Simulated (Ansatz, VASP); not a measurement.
**W: VASP beside Ansatz**

File INCAR:

```
SYSTEM = W
PREC = Accurate ; ENCUT = 600
EDIFF = 1E-7 ; ISMEAR = 1
SIGMA = 0.1 ; LREAL = .False.
LASPH = .True. ; NELM = 100
ALGO = Normal ; ISIF = 3
LWAVE = .False. ; LCHARG = .False.
GGA = PS ; IBRION = 2
NSW = 60 ; EDIFFG = -0.005
```

File KPOINTS:

```
Automatic mesh
0
Gamma
  24 24 24
  0 0 0
```

The input POSCAR:

```
W
1.0
   -1.5800000000      1.5800000000      1.5800000000
    1.5800000000     -1.5800000000      1.5800000000
    1.5800000000      1.5800000000     -1.5800000000
W
1
Direct
    0.0000000000      0.0000000000      0.0000000000
```

Input for Ansatz:

```yaml
crystal:
  lattice:
    - [-1.58, 1.58, 1.58]
    - [1.58, -1.58, 1.58]
    - [1.58, 1.58, -1.58]
  atoms:
    - { symbol: W, position: [0.0, 0.0, 0.0] }
kpoints:
  mp_grid: { grid: [24, 24, 24] }
scf:
  occupations: { method: cold, width: 0.1 }
hamiltonian:
  xc: pbesol
  pseudopotentials: { kind: paw, azcp: { folder: soft_1 } }
output:
  forces: true
  stress: true
  populations: false
relax:
  f_tol: 0.005
  max_steps: 40
  cell: {}
```

Alike in both runs: task relaxation of cell and atoms; functional PBEsol; k mesh 24 × 24 × 24; no spin polarisation.

|  | VASP | Ansatz |
| --- | --- | --- |
| version | VASP 6.6.1 | Ansatz 0.2.0 |
| potentials or method | VASP PAW PBE potentials, release 64 (W_sv) | plane-wave PAW, scalar-relativistic |
| plane-wave cutoff (eV) | 600 | 420 |
| occupations | methfessel-paxton of order 1, width 0.1 eV | cold, width 0.1 eV |
| valence electrons in the cell | 14 | 14 |

|  | VASP | Ansatz | Ansatz less VASP |
| --- | --- | --- | --- |
| relaxed volume (Å³/atom) | 15.72 | 15.69 | -0.030 |
| relaxed cell length with the largest relative difference (Å) | 2.734 | 2.732 | -0.0018 |

VASP's potentials were made for PBE, not for PBEsol, and Ansatz warns of the same on its side.

Neither program's run includes spin-orbit coupling.
